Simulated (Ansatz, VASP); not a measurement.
# In2Sb in VASP and in Ansatz

```xyz
6
Lattice="5.3799 0.0000 0.0000 -2.6900 4.6591 0.0000 0.0000 0.0000 6.7226" Properties=species:S:1:pos:R:3 pbc="T T T"
In    2.6900    1.5530    1.6806
In    0.0000    3.1061    5.0419
In    0.0000    0.0000    3.3613
In    0.0000    0.0000    0.0000
Sb    2.6900    1.5530    5.0419
Sb    0.0000    3.1061    1.6806
```

Alike in both runs: task single point; functional PBEsol; k mesh 3 × 3 × 4; occupations gaussian, width 0.1 eV; no spin polarisation.

|  | VASP | Ansatz |
| --- | --- | --- |
| version | VASP 6.6.1 | Ansatz 0.2.0 |
| potentials or method | VASP PAW PBE potentials, release 64 (In_d, Sb), cutoff 520 eV | scalar-relativistic, plane waves, PAW |
| valence electrons in the cell | 62 | 82 |

VASP gave:

- gap on the k mesh at the Fermi level (eV): none
- pressure (GPa): -2.7
- traceless stress, the component that is largest in VASP (GPa): -0.37

**Question.** Which values does Ansatz return?

**Answer.** gap on the k mesh at the Fermi level (eV): none; pressure (GPa): -2.7; traceless stress, the component that is largest in VASP (GPa): -0.36.

VASP's potentials were made for PBE, not for PBEsol. A gap of «none» marks a metal or a gap that the smearing closes. The functional is the same, so the differences come from potentials, cutoffs and numerics. VASP's potentials hold 62 valence electrons a cell and Ansatz's 82, so a difference there can come from the potentials and not from the codes.

The k mesh is coarse, so the values compare programs but aren't converged. Spin-orbit coupling is off throughout.
